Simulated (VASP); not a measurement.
# Si (Pm-3m) in VASP: further runs

The runs below take Si through relaxation of cell and atoms, with PBE.

Everything below comes from runs of VASP 6.6.1. Logs are shortened: lines on timing, memory, paths and dates and some standing lists are left out, and cuts for length are marked.

### 1 The cell of the first run

It takes space group Pm-3m (No. 221, cubic). The conventional cell has a = 2.570 Å, b = 2.570 Å, c = 2.570 Å, α = 90.00°, β = 90.00°, γ = 90.00°. Si (site symmetry m-3m) has 6 Si at 2.57 Å within 3.4 Å.

### 2 Relaxation of cell and atoms, PBE, target pressure 20 GPa, at which the enthalpy is minimised

INCAR reads:

```
SYSTEM = Si
PREC = Accurate
ENCUT = 600
EDIFF = 1E-6
ISMEAR = 1
SIGMA = 0.05
LREAL = .False.
LASPH = .True.
NELM = 60
ALGO = Normal
ISIF = 3
LWAVE = .False.
LCHARG = .False.
GGA = PE
IBRION = 2
NSW = 60
EDIFFG = -0.02
PSTRESS = 200.0
```

KPOINTS reads:

```
Automatic mesh
0
Gamma
  18 18 18
  0 0 0
```

POSCAR reads:

```
Si
1.0
    2.5700000000      0.0000000000      0.0000000000
    0.0000000000      2.5700000000      0.0000000000
    0.0000000000      0.0000000000      2.5700000000
Si
1
Direct
    0.0000000000      0.0000000000      0.0000000000
```

Potentials or basis: VASP PAW PBE potentials, release 64 (Si).

Command:

```console
$ cat potpaw_PBE.64/Si/POTCAR > POTCAR
$ mpirun -np 1 vasp_std > vasp.out
```

OUTCAR:

```text
SYSTEM = Si
   PREC = Accurate
   ENCUT = 600
   EDIFF = 1E-6
   ISMEAR = 1
   LREAL = .False.
   LASPH = .True.
   NELM = 60
   ISIF = 3
   GGA = PE
   IBRION = 2
   NSW = 60
   EDIFFG = -0.02
   PSTRESS = 200.0

 ion  position               nearest neighbor table
   1  0.000  0.000  0.000-

  LATTYP: Found a simple cubic cell.
 ALAT       =     2.5700000000

  Lattice vectors:

 A1 = (   2.5700000000,   0.0000000000,   0.0000000000)
 A2 = (   0.0000000000,   2.5700000000,   0.0000000000)
 A3 = (   0.0000000000,   0.0000000000,   2.5700000000)

Analysis of symmetry for initial positions (statically):
=====================================================================
 Subroutine PRICEL returns:
 Original cell was already a primitive cell.

 Routine SETGRP: Setting up the symmetry group for a
 simple cubic supercell.

 Subroutine GETGRP returns: Found 48 space group operations
 (whereof 48 operations were pure point group operations)
 out of a pool of 48 trial point group operations.

The static configuration has the point symmetry O_h .

Analysis of symmetry for dynamics (positions and initial velocities):
=====================================================================
 Subroutine PRICEL returns:
 Original cell was already a primitive cell.

 Routine SETGRP: Setting up the symmetry group for a
 simple cubic supercell.

 Subroutine GETGRP returns: Found 48 space group operations
 (whereof 48 operations were pure point group operations)
 out of a pool of 48 trial point group operations.

The dynamic configuration has the point symmetry O_h .

 Subroutine INISYM returns: Found 48 space group operations
 (whereof 48 operations are pure point group operations),
 and found     1 'primitive' translations

----------------------------------------------------------------------------------------

                                     Primitive cell

  volume of cell :      16.9746

  direct lattice vectors                    reciprocal lattice vectors
     2.570000000  0.000000000  0.000000000     0.389105058  0.000000000  0.000000000
     0.000000000  2.570000000  0.000000000     0.000000000  0.389105058  0.000000000
     0.000000000  0.000000000  2.570000000     0.000000000  0.000000000  0.389105058

  length of vectors
     2.570000000  2.570000000  2.570000000     0.389105058  0.389105058  0.389105058

  position of ions in fractional coordinates (direct lattice)
     0.000000000  0.000000000  0.000000000

  ion indices of the primitive-cell ions
   primitive index   ion index
                 1           1

----------------------------------------------------------------------------------------

 KPOINTS: Automatic mesh

Automatic generation of k-mesh.
 Grid dimensions read from file:
 generate k-points for:   18   18   18

 Generating k-lattice:

  Cartesian coordinates                     Fractional coordinates (reciprocal lattice)
     0.021616948  0.000000000  0.000000000     0.055555556  0.000000000  0.000000000
     0.000000000  0.021616948  0.000000000     0.000000000  0.055555556  0.000000000
     0.000000000  0.000000000  0.021616948     0.000000000  0.000000000  0.055555556

  Length of vectors
     0.021616948  0.021616948  0.021616948

  Shift w.r.t. Gamma in fractional coordinates (k-lattice)
     0.000000000  0.000000000  0.000000000

 Subroutine IBZKPT returns following result:
 ===========================================

 Found    220 irreducible k-points:

 Following reciprocal coordinates:
            Coordinates               Weight
  0.000000  0.000000  0.000000      1.000000
  0.055556  0.000000  0.000000      6.000000
  0.111111  0.000000  0.000000      6.000000
  0.166667  0.000000  0.000000      6.000000
  0.222222  0.000000  0.000000      6.000000
  0.277778  0.000000  0.000000      6.000000
[... 16 lines left out ...]
  0.277778  0.111111  0.000000     24.000000
  0.333333  0.111111  0.000000     24.000000
 [... further k-points ...]
   k-points           NKPTS =    220   k-points in BZ     NKDIM =    220   number of bands    NBANDS=      6
   number of dos      NEDOS =    301   number of ions     NIONS =      1
   total plane-waves  NPLWV =  13824
   dimension x,y,z NGX =    24 NGY =   24 NGZ =   24
   dimension x,y,z NGXF=    48 NGYF=   48 NGZF=   48
   ions per type =               1
   NGX,Y,Z   is equivalent  to a cutoff of  15.52, 15.52, 15.52 a.u.
   NGXF,Y,Z  is equivalent  to a cutoff of  31.05, 31.05, 31.05 a.u.
 SYSTEM =  Si
   PREC   = accura    normal or accurate (medium, high low for compatibility)
   ISTART =      0    job   : 0-new  1-cont  2-samecut
   ICHARG =      2    charge: 1-file 2-atom 10-const
   ISPIN  =      1    spin polarized calculation?
   LNONCOLLINEAR =      F non collinear calculations
   LSORBIT =      F    spin-orbit coupling
   LASPH  =      T    aspherical Exc in radial PAW
   ENCUT  =  600.0 eV  44.10 Ry    6.64 a.u.   5.13  5.13  5.13*2*pi/ulx,y,z
   NELM   =     60;   NELMIN=  2; NELMDL= -5     # of ELM steps
   EDIFF  = 0.1E-05   stopping-criterion for ELM
   LREAL  =      F    real-space projection
   EDIFFG = -.2E-01   stopping-criterion for IOM
   NSW    =     60    number of steps for IOM
   IBRION =      2    ionic relax: 0-MD 1-quasi-New 2-CG
   NFREE  =      1    steps in history (QN), initial steepest desc. (CG)
   ISIF   =      3    stress and relaxation
   ISYM   =      2    0-nonsym 1-usesym 2-fastsym
   POTIM  = 0.5000    time-step for ionic-motion
   TEBEG  =    0.0;   TEEND  =   0.0 temperature during run
   PSTRESS=  200.0 pullay stress
   NELECT =       4.0000    total number of electrons
   NUPDOWN=      -1.0000    fix difference up-down
   EMIN   =  10.00;   EMAX   =-10.00  energy-range for DOS
   EFERMI =   0.00;   METHOD = LEGACY
   ISMEAR =     1;   SIGMA  =   0.05  broadening in eV -4-tet -1-fermi 0-gaus
   EFERMI_NEDOS =   21; number of points for ismear=-14 and -15
   IALGO  =     38    algorithm
   IMIX   =      4    mixing-type and parameters
     AMIX     =   0.40;   BMIX     =  1.00
     AMIX_MAG =   1.60;   BMIX_MAG =  1.00
  volume/ion in A,a.u.               =      16.97       114.55
  Fermi-wavevector in a.u.,A,eV,Ry     =   1.011180  1.910853 13.911747  1.022485
  Thomas-Fermi vector in A             =   2.144214
   LORBIT       =      0    0 simple, 1 ext, 2 COOP (PROOUT), +10 PAW based schemes
   GGA     = PE    functional components
   LHFCALC =     F    Hartree Fock is set to
   AEXX    =    0.0000 exact exchange contribution
   IVDW    =     0    specifies the selected vdW correction
   LEPSILON=     F    determine dielectric tensor
   LRPA    =     F    only Hartree local field effects (RPA)
 conjugate gradient relaxation of ions
 non-spin polarized calculation
 Methfessel and Paxton  Order N= 1 SIGMA  =   0.05
  energy-cutoff  :      600.00
  volume of cell :       16.97
 maximum number of plane-waves:       587
 NGX is ok and might be reduce to    24
   NGX = 11   NGY = 11   NGZ = 11

--------------------------------------- Ionic step        1  -------------------------------------------

 number of electron       4.0000000 magnetization

 Free energy of the ion-electron system (eV)
  ---------------------------------------------------
  ext. energy  EPLUGINS =         0.00000000
  ---------------------------------------------------
  free energy    TOTEN  =        -5.06582750 eV

  energy without entropy =       -5.06562228  energy(sigma->0) =       -5.06575909

 E-fermi :   7.7394     XC(G=0): -10.4292

 val. band max:        7.7333637381   @ k =   0.3333   0.3333   0.1111
 cond. band min:       7.7408900020   @ k =   0.3889   0.3333   0.0556
 fundamental gap:      0.0075262639
 Fermi energy:         7.7394258879

 k-point     1 :       0.0000    0.0000    0.0000
  band No.  band energies     occupation
      1      -5.0981      2.00000
      2      15.0824      0.00000
      3      15.0824      0.00000
      4      15.0824      0.00000
      5      15.1308      0.00000
      6      15.1308      0.00000

 k-point     2 :       0.0556    0.0000    0.0000
  band No.  band energies     occupation
      1      -5.0319      2.00000
      2      13.2491      0.00000
      3      15.1371      0.00000
      4      15.1371      0.00000
      5      15.1844      0.00000
      6      16.8620      0.00000
[... 190 lines left out ...]
 k-point    24 :       0.3333    0.1111    0.0000
  band No.  band energies     occupation
      1      -2.5076      2.00000
      2       4.8536      2.00000
      3      13.4917      0.00000
      4      17.1617      0.00000
      5      18.9997      0.00000
      6      21.6458      0.00000

 [... further k-points ...]

------------------------ aborting loop because EDIFF is reached ----------------------------------------

  FORCE on cell =-STRESS in cart. coord.  units (eV):
  Direction    XX          YY          ZZ          XY          YZ          ZX
  --------------------------------------------------------------------------------------
  -------------------------------------------------------------------------------------
  Total       -0.4136624     -0.4136624     -0.4136624     -0.0000000      0.0000000      0.0000000
  in kB      -39.0442679    -39.0442679    -39.0442679     -0.0000000      0.0000000      0.0000000
  external PRESSURE =    -239.0442679 kB  Pullay stress =     200.0000000 kB
[... 207 lines left out ...]
  enthalpy is  TOTEN    =        -3.1995341420 eV   P V=        1.7586002962

--------------------------------------- Ionic step        7  -------------------------------------------

 number of electron       4.0000000 magnetization

 Free energy of the ion-electron system (eV)
  ---------------------------------------------------
  ext. energy  EPLUGINS =         0.00000000
  ---------------------------------------------------
  free energy    TOTEN  =        -4.95365904 eV

  energy without entropy =       -4.95357097  energy(sigma->0) =       -4.95362969

 E-fermi :  10.1957     XC(G=0): -11.1926

 val. band max:       10.1921680389   @ k =   0.3333   0.3333   0.1111
 cond. band min:      10.2066779759   @ k =   0.5000   0.3889   0.1667
 fundamental gap:      0.0145099370
 Fermi energy:        10.1956908698

 k-point     1 :       0.0000    0.0000    0.0000
  band No.  band energies     occupation
      1      -4.3571      2.00000
      2      17.5820      0.00000
      3      17.5820      0.00000
      4      18.7764      0.00000
      5      18.7764      0.00000
      6      18.7764      0.00000

 k-point     2 :       0.0556    0.0000    0.0000
  band No.  band energies     occupation
      1      -4.2811      2.00000
      2      16.0381      0.00000
      3      17.6437      0.00000
      4      18.8392      0.00000
      5      18.8392      0.00000
      6      20.2089      0.00000
[... 190 lines left out ...]
 k-point    24 :       0.3333    0.1111    0.0000
  band No.  band energies     occupation
      1      -1.3643      2.00000
      2       6.6952      2.00000
      3      16.5004      0.00000
      4      21.2324      0.00000
      5      22.3621      0.00000
      6      25.6940      0.00000

 [... further k-points ...]

------------------------ aborting loop because EDIFF is reached ----------------------------------------

  FORCE on cell =-STRESS in cart. coord.  units (eV):
  Direction    XX          YY          ZZ          XY          YZ          ZX
  --------------------------------------------------------------------------------------
  -------------------------------------------------------------------------------------
  Total        1.7538935      1.7538935      1.7538935     -0.0000000     -0.0000000      0.0000000
  in kB      199.9797660    199.9797660    199.9797660     -0.0000000     -0.0000000      0.0000000
  external PRESSURE =      -0.0202340 kB  Pullay stress =     200.0000000 kB
[... 16 lines left out ...]
  FREE ENERGIE OF THE ION-ELECTRON SYSTEM (eV)
  ---------------------------------------------------
  free  energy   TOTEN  =        -4.9536590447 eV

  energy  without entropy=       -4.9535709672  energy(sigma->0) =       -4.95362969

  enthalpy is  TOTEN    =        -3.1995881104 eV   P V=        1.7540709343

 reached required accuracy - stopping structural energy minimisation
```

Wall time 25 s (1 thread of Intel Xeon 6975P-C (Granite Rapids), shared host); peak memory 0.15 GiB.

What came out:

| Quantity | Value |
| --- | --- |
| Free energy | -4.9537 eV |
| Relaxed volume | 14.05 Å³/atom |
| Relaxed cell | a = 2.413 Å, b = 2.413 Å, c = 2.413 Å, α = 90.00°, β = 90.00°, γ = 90.00° |
| Space group after relaxing (to 0.05 Å) | Pm-3m (No. 221) |
| Energy change on relaxing (the enthalpy is what falls) | +112.2 meV/atom |
| Ionic steps | 7 |
| Pressure after relaxing | 20.0 GPa |
| Band gap on the k mesh | zero (band 2 reaches 17.58 eV, above the bottom of band 3 at 6.97 eV) |

Step by step:
| step | energy change (eV) | largest force (eV/Å) | pressure (GPa) | volume (Å³) |
| --- | --- | --- | --- | --- |
| 1 | 0.0000 | 0.0000 | -3.90 | 16.97 |
| 2 | 0.7914 | 0.0000 | 71.68 | 11.48 |
| 3 | 0.0975 | 0.0000 | 18.46 | 14.17 |
| 4 | 0.1097 | 0.0000 | 19.74 | 14.07 |
| 5 | 0.1165 | 0.0000 | 20.44 | 14.02 |
| 6 | 0.1077 | 0.0000 | 19.54 | 14.09 |
| 7 | 0.1122 | 0.0000 | 20.00 | 14.05 |

Final structure:
```
CELL_PARAMETERS angstrom
2.41310 0.00000 0.00000
0.00000 2.41310 0.00000
0.00000 0.00000 2.41310
ATOMIC_POSITIONS crystal
Si 0.00000 0.00000 0.00000
```

Levels at points of the mesh, in eV from the Fermi level:
```
           k point  band 1  band 2  band 3  band 4  band 5  band 6
(0.00, 0.00, 0.00)  -14.55    7.39    7.39    8.58    8.58    8.58
(0.50, 0.00, 0.00)   -9.23   -7.61   10.33   12.65   12.65   15.27
(0.50, 0.50, 0.00)   -3.39   -3.39   -3.22    0.72   16.70   18.22
(0.50, 0.50, 0.50)    0.62    0.62    0.62    4.77    4.77    4.77
```

Caveat: the cell is relaxed towards a set pressure, so the enthalpy falls and the energy may rise; the volume moved by over 15 % at a fixed basis, so the end points are rough.

### 3 Relaxation of cell and atoms, PBE, target pressure 40 GPa, at which the enthalpy is minimised

INCAR reads:

```
SYSTEM = Si
ALGO = Normal
EDIFF = 1E-7
EDIFFG = -0.02
ENCUT = 600
GGA = PE
IBRION = 2
ISIF = 3
ISMEAR = 1
LASPH = .True.
LCHARG = .False.
LREAL = .False.
LWAVE = .False.
NELM = 60
NSW = 60
PREC = Accurate
PSTRESS = 400.0
SIGMA = 0.05
```

KPOINTS reads:

```
k-points
0
Gamma
  18 18 18
  0 0 0
```

POSCAR is that of step 2.

Potentials or basis: VASP PAW PBE potentials, release 64 (Si).

Command:

```console
$ cat potpaw_PBE.64/Si/POTCAR > POTCAR
$ mpirun -np 1 vasp_std > vasp.out
```

Wall time 24 s (1 thread of Intel Xeon 6975P-C (Granite Rapids), shared host); peak memory 0.15 GiB.

The run converged. Its results:

```yaml
Free_energy: -4.7240 eV
Relaxed_volume: 12.80 Å³/atom
Relaxed_cell: a = 2.339 Å, b = 2.339 Å, c = 2.339 Å, α = 90.00°, β = 90.00°, γ = 90.00°
Space_group_after_relaxing_to_0.05_Å: Pm-3m (No. 221)
Energy_change_on_relaxing_the_enthalpy_is_what_falls: +341.8 meV/atom
Ionic_steps: 5
Pressure_after_relaxing: 40.0 GPa
Band_gap_on_the_k_mesh: zero (band 2 reaches 18.92 eV, above the bottom of band 3 at 8.55 eV)
```

The path:
| step | energy change (eV) | largest force (eV/Å) | pressure (GPa) | volume (Å³) |
| --- | --- | --- | --- | --- |
| 1 | 0.0000 | 0.0000 | -3.90 | 16.97 |
| 2 | 4.3010 | 0.0000 | 297.13 | 7.92 |
| 3 | 0.2269 | 0.0000 | 30.70 | 13.32 |
| 4 | 0.3031 | 0.0000 | 36.98 | 12.96 |
| 5 | 0.3418 | 0.0000 | 40.01 | 12.80 |

Final structure:
```
CELL_PARAMETERS angstrom
2.33903 0.00000 0.00000
0.00000 2.33903 0.00000
0.00000 0.00000 2.33903
ATOMIC_POSITIONS crystal
Si 0.00000 0.00000 0.00000
```

Levels at points of the mesh, in eV from the Fermi level:
```csv
k point,band 1,band 2,band 3,band 4,band 5
"(0.00, 0.00, 0.00)",-15.46,7.40,7.40,9.29,9.29
"(0.50, 0.00, 0.00)",-9.62,-8.31,10.57,13.88,13.88
"(0.50, 0.50, 0.00)",-3.68,-3.68,-2.98,0.22,18.53
"(0.50, 0.50, 0.50)",0.76,0.76,0.76,4.56,4.56
```

Caveat: the cell is relaxed towards a set pressure, so the enthalpy falls and the energy may rise; the volume moved by over 15 % at a fixed basis, so the end points are rough.

### 4 Relaxation of cell and atoms, PBE, target pressure 60 GPa, at which the enthalpy is minimised

INCAR reads:

```
  PREC = Accurate
  ENCUT = 600
  EDIFF = 1E-6
  ISMEAR = 1
  SIGMA = 0.05
  LREAL = F
  LASPH = T
  NELM = 60
  ALGO = Normal
  ISIF = 3
  LWAVE = F
  LCHARG = F
  GGA = PE
  IBRION = 2
  NSW = 60
  EDIFFG = -0.02
  PSTRESS = 600.0
```

KPOINTS reads:

```
Automatic mesh
0
Gamma
  18 18 18
```

POSCAR is that of step 3.

Command:

```console
$ cat potpaw_PBE.64/Si/POTCAR > POTCAR
$ mpirun -np 1 vasp_std > vasp.out
```

Run time: 21 s. Hardware: 1 thread of Intel Xeon 6975P-C (Granite Rapids), shared host; peak memory 0.16 GiB.

Results (log left out):

```yaml
Free_energy: -4.4443 eV
Relaxed_volume: 11.89 Å³/atom
Relaxed_cell: a = 2.283 Å, b = 2.283 Å, c = 2.283 Å, α = 90.00°, β = 90.00°, γ = 90.00°
Space_group_after_relaxing_to_0.05_Å: Pm-3m (No. 221)
Energy_change_on_relaxing_the_enthalpy_is_what_falls: +621.5 meV/atom
Ionic_steps: 5
Pressure_after_relaxing: 60.2 GPa
Band_gap_on_the_k_mesh: zero (band 2 reaches 20.03 eV, above the bottom of band 3 at 9.86 eV)
```

The path:
```csv
step,energy change (eV),largest force (eV/Å),pressure (GPa),volume (Å³)
1,0.0000,0.0000,-3.90,16.97
2,14.2157,0.0000,1049.35,5.18
3,0.2635,0.0000,33.78,13.14
4,0.4252,0.0000,46.40,12.49
5,0.6215,0.0000,60.16,11.89
```

Final structure:
```
Si
1.0
     2.28273    0.00000    0.00000
     0.00000    2.28273    0.00000
     0.00000    0.00000    2.28273
Si
1
Direct
  0.00000 0.00000 0.00000
```

Levels at points of the mesh, in eV from the Fermi level:
```
           k point  band 1  band 2  band 3  band 4  band 5
(0.00, 0.00, 0.00)  -16.17    7.43    7.43    9.91    9.91
(0.50, 0.00, 0.00)   -9.90   -8.86   10.80   14.94   14.94
(0.50, 0.50, 0.00)   -3.88   -3.88   -2.74   -0.17   19.68
(0.50, 0.50, 0.50)    0.93    0.93    0.93    4.41    4.41
```

Caveat: the cell is relaxed towards a set pressure, so the enthalpy falls and the energy may rise; the volume moved by over 15 % at a fixed basis, so the end points are rough.

### 5 The runs side by side

| cell | gap on the mesh (eV) | pressure (GPa) |
| --- | --- | --- |
| relaxed to 20 GPa | none | 20.0 |
| relaxed to 40 GPa | none | 40.0 |
| relaxed to 60 GPa | none | 60.2 |

Alike in all rows: task relaxation of cell and atoms; level PBE; potentials or basis VASP PAW PBE potentials, release 64 (Si); no spin polarisation; k mesh 18 × 18 × 18; cutoff (eV) 600; smearing methfessel-paxton 0.05 eV.

Caveats: the cell is relaxed towards a set pressure, so the enthalpy falls and the energy may rise; the volume moved by over 15 % at a fixed basis, so the end points are rough.

Absolute energies hang on the potentials; compare differences alone.
